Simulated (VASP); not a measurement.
A run of VASP 6.6.1 is set up as follows.

INCAR

```
SYSTEM = MoCl6
PREC     = Accurate       ! precision mode
ENCUT    = 520            ! plane-wave cutoff, eV
EDIFF    = 1E-7           ! SCF threshold, eV
ISMEAR   = 0              ! smearing method
SIGMA    = 0.01           ! smearing width, eV
LREAL    = .FALSE.        ! projectors in reciprocal space
LASPH    = .TRUE.         ! aspherical terms in the spheres
NELM     = 60             ! most SCF steps
ALGO     = Normal         ! electronic algorithm
ISIF     = 2              ! what is computed and relaxed
LWAVE    = .FALSE.        ! write WAVECAR
LCHARG   = .TRUE.         ! write CHGCAR
GGA      = CA             ! functional
LELF     = .TRUE.         ! ELF
LVHAR    = .TRUE.       
NBANDS   = 37             ! bands
```

KPOINTS

```
regular mesh
0
G
  3 3 3
  0 0 0
```

POSCAR

```
MoCl6
1.0
    6.1734760000      0.0000000000      0.0000000000
   -3.0867380000      5.3463870000      0.0000000000
    0.0000000000      0.0000000000      5.6659190000
Mo Cl
1 6
Direct
    0.0000000000      0.0000000000      0.5000000000
    0.3036070000      0.3036070000      0.2662880000
    0.0000000000      0.6963930000      0.2662880000
    0.6963930000      0.0000000000      0.2662880000
    0.0000000000      0.3036070000      0.7337120000
    0.3036070000      0.0000000000      0.7337120000
    0.6963930000      0.6963930000      0.7337120000
```

Potentials or basis: VASP PAW LDA potentials, release 64 (Mo_sv, Cl).

Command:

```bash
$ cat potpaw_LDA.64/Mo_sv/POTCAR potpaw_LDA.64/Cl/POTCAR > POTCAR
$ mpirun -np 1 vasp_std > vasp.out
```

Q: Estimate the pressure.

A: -2.5 GPa.

Q: What does it give for the largest force?

A: 0.233 eV/Å.

Q: Estimate the band gap on the k mesh.

A: 0.94 eV (least direct gap 1.07 eV).

Stress tensor (GPa, compression positive):
```
-2.50  0.00  0.00
 0.00 -2.50  0.00
 0.00  0.00 -2.64
```

Caveat: an odd mesh through Γ misses points on the zone boundary, where band edges can lie.
